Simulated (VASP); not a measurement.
## Sn: single point with PBE

Sn:

```
Sn
1.0
     4.43393    0.00000    0.00000
     0.00000    4.43393    0.00000
     0.00000    0.00000    4.43393
Sn
3
Direct
  0.50000 0.00000 0.00000
  0.00000 0.50000 0.00000
  0.00000 0.00000 0.50000
```

The cell was built from a structure type or drawn by symmetry, and may not be a known phase.

```json
{
  "Program": "VASP 6.6.1",
  "Task": "single point",
  "Functional": "PBE",
  "Potentials or basis": "VASP PAW PBE potentials, release 64 (Sn_d)",
  "Cutoff": "500 eV",
  "k mesh": "4 × 4 × 4",
  "Occupations": "gaussian, width 0.1 eV",
  "Spin": "no spin polarisation",
  "Dipole correction": "no",
  "Further INCAR settings": "ALGO = Normal; EDIFF = 1e-06; NBANDS = 28"
}
```

```json
{
 "Pressure": "4.0 GPa",
 "Band gap on the k mesh": "zero (bands 21 and 22 overlap by 3.96 eV)"
}
```

Levels at points of the mesh, in eV from the Fermi level:
```tsv
k point	band 17	band 18	band 19	band 20	band 21	band 22	band 23	band 24	band 25	band 26
(0.00, 0.00, 0.00)	-3.85	-3.85	-2.84	-2.84	-2.84	2.23	3.51	3.51	3.51	5.96
(0.50, 0.00, 0.00)	-8.28	-3.34	-1.52	-1.52	0.64	0.64	0.90	1.38	1.85	5.63
(0.50, 0.50, 0.00)	-7.44	-7.44	-3.77	0.09	0.44	1.09	1.09	2.05	2.05	5.97
(0.50, 0.50, 0.50)	-6.50	-6.50	-5.48	-3.32	-3.32	-3.32	2.13	7.59	7.59	8.54
```

Wall time 19 s on 1 thread of Intel Xeon 8259CL, with other jobs on the host, peak memory 0.18 GiB.

Caveat: the cell stands under pressure; spin-orbit coupling is left out, which moves the levels of the heavy elements.
